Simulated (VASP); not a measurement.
Ti: single point with PBEsol

The system is Ti.

```
Ti
1.0
    -1.78270    1.78270    1.39050
     1.78270   -1.78270    1.39050
     1.78270    1.78270   -1.39050
Ti
1
Direct
  0.00000 0.00000 0.00000
```

This cell differs from its parent crystal: ratio of the length along z to the lengths across it x 0.78, volume and fractional coordinates fixed.

- Program: VASP 6.6.1
- Task: single point
- Functional: PBEsol
- Potentials or basis: VASP PAW PBE potentials, release 64 (Ti_sv)
- Cutoff: 520 eV
- k mesh: 22 × 22 × 22
- Occupations: gaussian, width 0.15 eV
- Spin: no spin polarisation
- Dipole correction: no
- Further INCAR settings: ALGO = Fast; EDIFF = 1e-06; NBANDS = 12

```json
{
 "Pressure": "-6.9 GPa",
 "Band gap on the k mesh": "zero (band 6 reaches 8.43 eV, above the bottom of band 7 at 7.45 eV)"
}
```

Stress tensor (GPa, compression positive):
```
-8.94  0.00  0.00
 0.00 -8.94  0.00
 0.00  0.00 -2.68
```

Levels at points of the mesh, in eV from the Fermi level:
```tsv
k point	band 3	band 4	band 5	band 6	band 7	band 8	band 9	band 10
(0.00, 0.00, 0.00)	-32.35	-32.26	-5.96	-0.12	1.15	1.89	1.89	3.35
(0.50, 0.00, 0.00)	-32.53	-32.44	-2.40	-0.97	1.90	2.45	3.92	4.00
(0.50, 0.50, 0.00)	-32.37	-32.31	-2.54	0.06	1.12	1.25	2.43	4.03
(0.50, 0.50, 0.50)	-32.84	-32.49	-2.34	-1.88	3.80	3.80	4.09	5.98
```

Wall time 2.8 min on 1 thread of Intel(R) Xeon(R) Platinum 8488C (Sapphire Rapids) (shared host), peak memory 0.28 GiB.

Caveat: the PAW data sets were made with another functional, which shifts forces and pressure a little.
